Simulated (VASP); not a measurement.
A run of VASP 6.6.1:

INCAR

```
SYSTEM = Re
PREC     = Accurate       ! precision mode
ENCUT    = 520            ! plane-wave cutoff, eV
EDIFF    = 1E-6           ! SCF threshold, eV
ISMEAR   = -1             ! smearing method
SIGMA    = 0.1            ! smearing width, eV
LREAL    = .False.        ! projectors in reciprocal space
LASPH    = .True.         ! aspherical terms in the spheres
NELM     = 60             ! most SCF steps
ALGO     = Normal         ! electronic algorithm
ISIF     = 2              ! what is computed and relaxed
LWAVE    = .False.        ! write WAVECAR
LCHARG   = .False.        ! write CHGCAR
GGA      = CA             ! functional
NBANDS   = 10             ! bands
```

File KPOINTS:

```
regular mesh
0
Gamma
  16 16 16
  0 0 0
```

File POSCAR:

```
Re
1.0
    0.0000000000      1.8496515740      1.8496515740
    1.8496515740      0.0000000000      1.8496515740
    1.8496515740      1.8496515740      0.0000000000
Re
1
Direct
    0.0000000000      0.0000000000      0.0000000000
```

Potentials or basis: VASP PAW LDA potentials, release 64 (Re).

Run with:

```console
$ cat potpaw_LDA.64/Re/POTCAR > POTCAR
$ mpirun -np 1 vasp_std > vasp.out
```

Hardware: 1 thread of AMD EPYC 7R43 64-Core Processor (Zen 3), with other jobs on the host.

**Question.** Estimate the wall time of this run.

**Answer.** Wall time 17 s on 1 thread of AMD EPYC 7R43 64-Core Processor (Zen 3), on a shared host, peak memory 0.1 GiB. Counts: scf iterations 11, k points 145.
